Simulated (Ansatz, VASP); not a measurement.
**MgO in VASP and in Ansatz**

```xyz
6
Lattice="3.2277 0.0000 0.0000 -1.6138 2.7952 0.0000 0.0000 0.0000 7.9063" Properties=species:S:1:pos:R:3 pbc="T T T"
Mg    0.0000    0.0000    0.0000
Mg    0.0000    1.8635    2.6354
Mg    1.6138    0.9317    5.2709
O     0.0000    0.0000    1.9765
O     0.0000    1.8635    4.6120
O     1.6138    0.9317    7.2474
```

Alike in both runs: functional r2SCAN; k mesh 9 × 9 × 3; occupations gaussian, width 0.02 eV; no spin polarisation.

Ansatz relaxed the structure, and its values are those at the end. VASP's run is a single point on that final structure, the one shown.

|  | VASP | Ansatz |
| --- | --- | --- |
| version | VASP 6.6.1 | Ansatz 0.2.0 |
| potentials or method | VASP PAW PBE potentials, release 64 (Mg, O), cutoff 520 eV | scalar-relativistic, plane waves, PAW |
| valence electrons in the cell | 24 | 48 |

```tsv
	VASP	Ansatz	Ansatz less VASP
gap on the k mesh at the Fermi level (eV)	4.32	4.33	+0.014
least direct gap on the mesh (eV)	4.32	4.33	+0.014
pressure (GPa)	-0.6	0.0	+0.55
```

VASP's potentials were made for PBE, not for r2SCAN. The functional is the same, so the differences come from potentials, cutoffs and numerics. VASP's potentials hold 24 valence electrons a cell and Ansatz's 48, so a difference there can come from the potentials and not from the codes.
